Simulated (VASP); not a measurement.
Ge: single point with PBEsol

The system is Ge.

```xyz
2
Lattice="0.0000 2.7934 2.8288 2.8641 0.0000 2.8288 2.8641 2.7934 0.0000" Properties=species:S:1:pos:R:3 pbc="T T T"
Ge    2.8641    2.7934    2.8288
Ge    4.2962    4.1901    4.2432
```

This cell differs from its parent crystal: strain +0.0125 x Voigt [1, -1, 0, 0, 0, 0].

```yaml
Program: VASP 6.6.1
Task: single point
Functional: PBEsol
Potentials_or_basis: VASP PAW PBE potentials, release 64 (Ge_d)
Cutoff: 520 eV
k_mesh: 14 × 14 × 14
Occupations: gaussian, width 0.15 eV
Spin: no spin polarisation
```

```yaml
Pressure: 0.3 GPa
Band_gap_on_the_k_mesh: 0.09 eV
```

Stress tensor (GPa, compression positive):
```
-0.64  0.00  0.00
 0.00  1.13  0.00
 0.00  0.00  0.29
```

Levels at points of the mesh, in eV from the valence-band top:
| k point | band 11 | band 12 | band 13 | band 14 | band 15 | band 16 | band 17 | band 18 |
| --- | --- | --- | --- | --- | --- | --- | --- | --- |
| (0.00, 0.00, 0.00) | -12.80 | -0.10 | -0.01 | 0.00 | 0.09 | 2.47 | 2.53 | 2.59 |
| (0.50, 0.00, 0.00) | -10.70 | -7.63 | -1.51 | -1.31 | 0.11 | 3.65 | 3.78 | 6.97 |
| (0.50, 0.50, 0.00) | -8.90 | -8.90 | -3.09 | -3.09 | 0.66 | 0.66 | 9.45 | 9.45 |
| (0.50, 0.00, 0.50) | -8.84 | -8.84 | -3.18 | -3.18 | 0.57 | 0.57 | 9.49 | 9.49 |
| (0.00, 0.50, 0.50) | -8.97 | -8.97 | -3.00 | -3.00 | 0.76 | 0.76 | 9.47 | 9.47 |

Wall time 2.7 min on 1 thread of AMD EPYC 9R45 96-Core Processor (Zen 5) (shared host), peak memory 0.38 GiB.

Caveat: the cell differs from its parent crystal (strain +0.0125 x Voigt [1, -1, 0, 0, 0, 0]); the PAW data sets were made with another functional, which shifts forces and pressure a little. A k mesh can miss the band edges.
